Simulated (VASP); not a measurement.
Write the native input for VASP 6.6.1 that does the following.

```yaml
Task: single point
Functional: PBE
Potentials_or_basis: VASP PAW PBE potentials, release 64 (Ag, Cl)
Cutoff: 520 eV
k_mesh: 8 × 8 × 8
Occupations: gaussian, width 0.05 eV
Spin: no spin polarisation
Dipole_correction: no
Further_INCAR_settings: ALGO = Normal; EDIFF = 1e-06; NBANDS = 16
```

The structure of AgCl lies in POSCAR:

```
AgCl
1.0
    0.0623958750      2.7731500000      2.7731500000
    2.8355458750      0.0000000000      2.8355458750
    2.7731500000      2.7731500000      0.0623958750
Ag Cl
1 1
Direct
    0.5000000000      0.5000000000      0.5000000000
    0.0000000000      0.0000000000      0.0000000000
```

This cell differs from its parent crystal: strain +0.0450 x Voigt [0, 0, 0, 0, 1, 0].

These files were run (other wordings do the same):

INCAR

```
PREC = Accurate ; ENCUT = 520
EDIFF = 1E-6 ; ISMEAR = 0
SIGMA = 0.05 ; LREAL = F
LASPH = T ; NELM = 60
ALGO = Normal ; ISIF = 2
LWAVE = F ; LCHARG = T
GGA = PE ; LELF = T
LVHAR = T ; NBANDS = 16
```

KPOINTS

```
Automatic mesh
0
Gamma
  8 8 8
```

Potentials or basis: VASP PAW PBE potentials, release 64 (Ag, Cl).

Launch:

```console
$ cat potpaw_PBE.64/Ag/POTCAR potpaw_PBE.64/Cl/POTCAR > POTCAR
$ mpirun -np 1 vasp_std > vasp.out
```

Results of the run:

```yaml
Pressure: 1.5 GPa
Band_gap_on_the_k_mesh: 0.87 eV, indirect (least direct gap 3.12 eV)
```

Caveat: the cell differs from its parent crystal (strain +0.0450 x Voigt [0, 0, 0, 0, 1, 0]).

Run time: 72 s on 1 thread of Intel(R) Xeon(R) Platinum 8259CL CPU @ 2.50GHz (Skylake/Cascade Lake) (shared host), peak memory 0.21 GiB.
